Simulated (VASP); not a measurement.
# Ta2N (P-1) in VASP: notebook

The runs below take Ta2N through single point, with LDA.

All numbers are computed with VASP 6.6.1; they aren't measurements. Logs are shortened: lines on timing, memory, paths and dates and some standing lists are left out, and cuts for length are marked.

## 1. The cell of the first run

The typed cell holds 3 atoms: a = 3.069 Å, b = 3.249 Å, c = 5.122 Å, α = 90.00°, β = 90.00°, γ = 125.89°.

## 2. Single point, LDA (engineering shear strain xy -0.1400, normal strain along z +0.0700)

Contents of INCAR:

```
PREC     = Accurate       # precision mode
ENCUT    = 520            # plane-wave cutoff, eV
EDIFF    = 1E-7           # SCF threshold, eV
ISMEAR   = 0              # smearing method
SIGMA    = 0.15           # smearing width, eV
LREAL    = False          # projectors in reciprocal space
LASPH    = True           # aspherical terms in the spheres
NELM     = 80             # most SCF steps
ALGO     = Normal         # electronic algorithm
ISIF     = 2              # what is computed and relaxed
LWAVE    = False          # write WAVECAR
LCHARG   = False          # write CHGCAR
GGA      = CA             # functional
NBANDS   = 20             # bands
```

Contents of KPOINTS:

```
regular mesh
0
Gamma
  15 15 8
```

Contents of POSCAR:

```
Ta2N
1.0
    3.0618406011     -0.2143288420      0.0000000000
   -1.7165345226      2.7587961639      0.0000000000
    0.0000000000      0.0000000000      5.1222640622
Ta N
2 1
Direct
    0.6666666667      0.3333333333      0.7466885012
    0.3333333333      0.6666666667      0.2533114988
    0.0000000000      0.0000000000      0.0000000000
```

Potentials or basis: VASP PAW LDA potentials, release 64 (Ta_pv, N).

On the command line:

```bash
> cat potpaw_LDA.64/Ta_pv/POTCAR potpaw_LDA.64/N/POTCAR > POTCAR
> mpirun -np 1 vasp_std > vasp.out
```

OUTCAR:

```text
PREC = Accurate
   ENCUT = 520
   EDIFF = 1E-7
   ISMEAR = 0
   LREAL = False
   LASPH = True
   NELM = 80
   ISIF = 2
   GGA = CA

 ion  position               nearest neighbor table
   1  0.667  0.333  0.747-   3 2.11   3 2.20   3 2.28   2 3.02   2 3.08   2 3.09   2 3.14   2 3.15
                             2 3.20
   2  0.333  0.667  0.253-   3 2.11   3 2.20   3 2.28   1 3.02   1 3.08   1 3.09   1 3.14   1 3.15
                             1 3.20
   3  0.000  0.000  0.000-   1 2.11   2 2.11   1 2.20   2 2.20   1 2.28   2 2.28

  LATTYP: Found a simple monoclinic cell.
 ALAT       =     2.8782220896
 B/A-ratio  =     1.7796625496
 C/A-ratio  =     1.0663989255
 COS(beta)  =    -0.4045359157

  Lattice vectors:

 A1 = (   1.3453060785,   2.5444673219,   0.0000000000)
 A2 = (   0.0000000000,   0.0000000000,  -5.1222640622)
 A3 = (  -3.0618406011,   0.2143288420,   0.0000000000)

Analysis of symmetry for initial positions (statically):
=====================================================================
 Subroutine PRICEL returns:
 Original cell was already a primitive cell.

 Routine SETGRP: Setting up the symmetry group for a
 simple monoclinic supercell.

 Subroutine GETGRP returns: Found  2 space group operations
 (whereof  2 operations were pure point group operations)
 out of a pool of  4 trial point group operations.

The static configuration has the point symmetry S_2 .

Analysis of symmetry for dynamics (positions and initial velocities):
=====================================================================
 Subroutine PRICEL returns:
 Original cell was already a primitive cell.

 Routine SETGRP: Setting up the symmetry group for a
 simple monoclinic supercell.

 Subroutine GETGRP returns: Found  2 space group operations
 (whereof  2 operations were pure point group operations)
 out of a pool of  4 trial point group operations.

The dynamic configuration has the point symmetry S_2 .

 Subroutine INISYM returns: Found  2 space group operations
 (whereof  2 operations are pure point group operations),
 and found     1 'primitive' translations

----------------------------------------------------------------------------------------

                                     Primitive cell

  volume of cell :      41.3832

  direct lattice vectors                    reciprocal lattice vectors
     3.061840601 -0.214328842  0.000000000     0.341473574  0.212466287  0.000000000
    -1.716534523  2.758796164  0.000000000     0.026528830  0.378983292  0.000000000
     0.000000000  0.000000000  5.122264062     0.000000000  0.000000000  0.195226171

  length of vectors
     3.069332944  3.249222529  5.122264062     0.402176734  0.379910667  0.195226171

  position of ions in fractional coordinates (direct lattice)
     0.666666667  0.333333333  0.746688501
     0.333333333  0.666666667  0.253311499
     0.000000000  0.000000000  0.000000000

  ion indices of the primitive-cell ions
   primitive index   ion index
                 1           1
                 2           2
                 3           3

----------------------------------------------------------------------------------------

 KPOINTS: regular mesh

Automatic generation of k-mesh.
 Grid dimensions read from file:
 generate k-points for:   15   15    8

 Generating k-lattice:

  Cartesian coordinates                     Fractional coordinates (reciprocal lattice)
     0.022764905  0.014164419  0.000000000     0.066666667 -0.000000000  0.000000000
     0.001768589  0.025265553  0.000000000     0.000000000  0.066666667  0.000000000
     0.000000000  0.000000000  0.024403271     0.000000000  0.000000000  0.125000000

  Length of vectors
     0.026811782  0.025327378  0.024403271

  Shift w.r.t. Gamma in fractional coordinates (k-lattice)
     0.000000000  0.000000000  0.000000000

 Subroutine IBZKPT returns following result:
 ===========================================

 Found    901 irreducible k-points:

 Following reciprocal coordinates:
            Coordinates               Weight
  0.000000  0.000000  0.000000      1.000000
  0.066667  0.000000  0.000000      2.000000
  0.133333  0.000000  0.000000      2.000000
  0.200000  0.000000  0.000000      2.000000
  0.266667  0.000000  0.000000      2.000000
  0.333333  0.000000  0.000000      2.000000
[... 16 lines left out ...]
 -0.066667  0.066667  0.000000      2.000000
  0.000000  0.133333  0.000000      2.000000
 [... further k-points ...]
   k-points           NKPTS =    901   k-points in BZ     NKDIM =    901   number of bands    NBANDS=     20
   number of dos      NEDOS =    301   number of ions     NIONS =      3
   total plane-waves  NPLWV =  23040
   dimension x,y,z NGX =    24 NGY =   24 NGZ =   40
   dimension x,y,z NGXF=    48 NGYF=   48 NGZF=   80
   ions per type =               2   1
   NGX,Y,Z   is equivalent  to a cutoff of  13.00, 12.28, 12.98 a.u.
   NGXF,Y,Z  is equivalent  to a cutoff of  26.00, 24.56, 25.96 a.u.
 SYSTEM =  unknown system
   PREC   = accura    normal or accurate (medium, high low for compatibility)
   ISTART =      0    job   : 0-new  1-cont  2-samecut
   ICHARG =      2    charge: 1-file 2-atom 10-const
   ISPIN  =      1    spin polarized calculation?
   LNONCOLLINEAR =      F non collinear calculations
   LSORBIT =      F    spin-orbit coupling
   LASPH  =      T    aspherical Exc in radial PAW
   ENCUT  =  520.0 eV  38.22 Ry    6.18 a.u.   5.71  6.04  9.52*2*pi/ulx,y,z
   NELM   =     80;   NELMIN=  2; NELMDL= -5     # of ELM steps
   EDIFF  = 0.1E-06   stopping-criterion for ELM
   LREAL  =      F    real-space projection
   EDIFFG = 0.1E-05   stopping-criterion for IOM
   NSW    =      0    number of steps for IOM
   IBRION =     -1    ionic relax: 0-MD 1-quasi-New 2-CG
   NFREE  =      0    steps in history (QN), initial steepest desc. (CG)
   ISIF   =      2    stress and relaxation
   ISYM   =      2    0-nonsym 1-usesym 2-fastsym
   POTIM  = 0.5000    time-step for ionic-motion
   TEBEG  =    0.0;   TEEND  =   0.0 temperature during run
   PSTRESS=    0.0 pullay stress
   NELECT =      27.0000    total number of electrons
   NUPDOWN=      -1.0000    fix difference up-down
   EMIN   =  10.00;   EMAX   =-10.00  energy-range for DOS
   EFERMI =   0.00;   METHOD = LEGACY
   ISMEAR =     0;   SIGMA  =   0.15  broadening in eV -4-tet -1-fermi 0-gaus
   EFERMI_NEDOS =   21; number of points for ismear=-14 and -15
   IALGO  =     38    algorithm
   IMIX   =      4    mixing-type and parameters
     AMIX     =   0.40;   BMIX     =  1.00
     AMIX_MAG =   1.60;   BMIX_MAG =  1.00
  volume/ion in A,a.u.               =      13.79        93.09
  Fermi-wavevector in a.u.,A,eV,Ry     =   1.419890  2.683202 27.430524  2.016087
  Thomas-Fermi vector in A             =   2.540863
   LORBIT       =      0    0 simple, 1 ext, 2 COOP (PROOUT), +10 PAW based schemes
   GGA     = CA    functional components
   LHFCALC =     F    Hartree Fock is set to
   AEXX    =    0.0000 exact exchange contribution
   IVDW    =     0    specifies the selected vdW correction
   LEPSILON=     F    determine dielectric tensor
   LRPA    =     F    only Hartree local field effects (RPA)
 non-spin polarized calculation
 Gauss-broadening in eV      SIGMA  =   0.15
  energy-cutoff  :      520.00
  volume of cell :       41.38
 maximum number of plane-waves:      1130
   NGX = 11   NGY = 13   NGZ = 19

 number of electron      26.9999999 magnetization

 Free energy of the ion-electron system (eV)
  ---------------------------------------------------
  ext. energy  EPLUGINS =         0.00000000
  ---------------------------------------------------
  free energy    TOTEN  =       -37.11837720 eV

  energy without entropy =      -37.10253849  energy(sigma->0) =      -37.11045784

 E-fermi :   7.0734     XC(G=0): -12.9729

 val. band max:        7.0705594464   @ k =  -0.0667   0.3333   0.1250
 cond. band min:       7.0769329362   @ k =   0.0667  -0.1333   0.2500
 fundamental gap:      0.0063734898
 Fermi energy:         7.0733716665

 k-point     1 :       0.0000    0.0000    0.0000
  band No.  band energies     occupation
      1     -28.2930      2.00000
      2     -27.6452      2.00000
      3     -27.5629      2.00000
      4     -27.4822      2.00000
      5     -27.4000      2.00000
      6     -27.3184      2.00000
[... 12 lines left out ...]
     19       9.3054      0.00000
     20      12.2685      0.00000

 k-point     2 :       0.0667    0.0000    0.0000
  band No.  band energies     occupation
      1     -28.2777      2.00000
      2     -27.6574      2.00000
      3     -27.5729      2.00000
      4     -27.4865      2.00000
      5     -27.4355      2.00000
      6     -27.3609      2.00000
[... 12 lines left out ...]
     19       9.2273      0.00000
     20      12.3276      0.00000

 k-point     3 :       0.1333    0.0000    0.0000
  band No.  band energies     occupation
      1     -28.2334      2.00000
      2     -27.6913      2.00000
      3     -27.6150      2.00000
      4     -27.5395      2.00000
      5     -27.4850      2.00000
      6     -27.4749      2.00000
[... 12 lines left out ...]
     19      10.0417      0.00000
     20      12.1698      0.00000

 k-point     4 :       0.2000    0.0000    0.0000
  band No.  band energies     occupation
      1     -28.1655      2.00000
      2     -27.7566      2.00000
      3     -27.7289      2.00000
      4     -27.6559      2.00000
      5     -27.5895      2.00000
      6     -27.4997      2.00000
[... 12 lines left out ...]
     19      10.9428      0.00000
     20      11.9523      0.00000

 k-point     5 :       0.2667    0.0000    0.0000
  band No.  band energies     occupation
      1     -28.0858      2.00000
      2     -27.9293      2.00000
      3     -27.8308      2.00000
      4     -27.7880      2.00000
      5     -27.6380      2.00000
      6     -27.5217      2.00000
[... 12 lines left out ...]
     19      11.1527      0.00000
     20      12.2842      0.00000
[... 353 lines left out ...]
      6     -27.4746      2.00000
[... 12 lines left out ...]
     19      10.6059      0.00000
     20      11.7708      0.00000

 k-point    22 :      -0.1333    0.0667    0.0000
  band No.  band energies     occupation
      1     -28.2553      2.00000
      2     -27.7112      2.00000
      3     -27.6237      2.00000
      4     -27.4940      2.00000
      5     -27.4487      2.00000
      6     -27.3666      2.00000
[... 12 lines left out ...]
     19       9.6686      0.00000
     20      11.8764      0.00000

 k-point    23 :      -0.0667    0.0667    0.0000
  band No.  band energies     occupation
      1     -28.2824      2.00000
      2     -27.6703      2.00000
      3     -27.5860      2.00000
      4     -27.4862      2.00000
      5     -27.4068      2.00000
      6     -27.3212      2.00000
[... 12 lines left out ...]
     19       9.4900      0.00000
     20      11.9501      0.00000

 k-point    24 :       0.0000    0.1333    0.0000
  band No.  band energies     occupation
      1     -28.2411      2.00000
      2     -27.6795      2.00000
      3     -27.6191      2.00000
      4     -27.5217      2.00000
      5     -27.4846      2.00000
      6     -27.4442      2.00000
[... 12 lines left out ...]
     19      10.0082      0.00000
     20      11.9048      0.00000

 [... further k-points ...]
[... 5 lines left out ...]
  --------------------------------------------------------------------------------------
  -------------------------------------------------------------------------------------
  Total       -2.1190268     -2.1387721     -5.5549660      4.8932081     -0.0911041     -1.8295444
  in kB      -82.0394142    -82.8038652   -215.0638967    189.4435367     -3.5271519    -70.8319260
  external PRESSURE =    -126.6357254 kB  Pullay stress =       0.0000000 kB

 VOLUME and BASIS-vectors are now :
 -----------------------------------------------------------------------------
  energy-cutoff  :      520.00
  volume of cell :       41.38
      direct lattice vectors                 reciprocal lattice vectors
     3.061840601 -0.214328842  0.000000000     0.341473574  0.212466287  0.000000000
    -1.716534523  2.758796164  0.000000000     0.026528830  0.378983292  0.000000000
     0.000000000  0.000000000  5.122264062     0.000000000  0.000000000  0.195226171

 POSITION                                       TOTAL-FORCE (eV/Angst)
 -----------------------------------------------------------------------------------
      1.46905      0.77671      3.82474         0.229648     -0.036461     -0.397459
     -0.12374      1.76775      1.29753        -0.229648      0.036461      0.397459
      0.00000      0.00000      0.00000         0.000000      0.000000      0.000000
 -----------------------------------------------------------------------------------
    total drift:                                0.000000     -0.000000      0.000000

  FREE ENERGIE OF THE ION-ELECTRON SYSTEM (eV)
  ---------------------------------------------------
  free  energy   TOTEN  =       -37.1183771977 eV

  energy  without entropy=      -37.1025384920  energy(sigma->0) =      -37.11045784
```

Run time: 3.7 min. Hardware: 1 thread of Intel Xeon 6975P-C (Granite Rapids), shared host; peak memory 0.69 GiB.

Results:

* Free energy: -37.1184 eV
* Pressure: -12.7 GPa
* Largest force: 0.460 eV/Å

Forces in eV/Å, atoms in the order of the input:
```
Ta   0.230 -0.036 -0.397
Ta  -0.230  0.036  0.397
N    0.000  0.000  0.000
```

Stress tensor (GPa, compression positive):
```
 -8.20  18.94  -7.08
 18.94  -8.28  -0.35
 -7.08  -0.35 -21.51
```

Levels at points of the mesh, in eV from the Fermi level:
| k point | band 10 | band 11 | band 12 | band 13 | band 14 | band 15 | band 16 | band 17 |
| --- | --- | --- | --- | --- | --- | --- | --- | --- |
| (0.00, 0.00, 0.00) | -4.94 | -4.86 | -1.38 | -1.12 | 0.05 | 0.37 | 0.76 | 1.13 |
| (0.00, 0.00, 0.50) | -5.09 | -3.15 | -2.69 | -1.90 | 0.43 | 0.91 | 1.15 | 2.06 |

Caveat: the cell differs from its parent crystal (engineering shear strain xy -0.1400, normal strain along z +0.0700); spin-orbit coupling is left out, which moves the levels of the heavy elements.

[end of part 1 of 2]
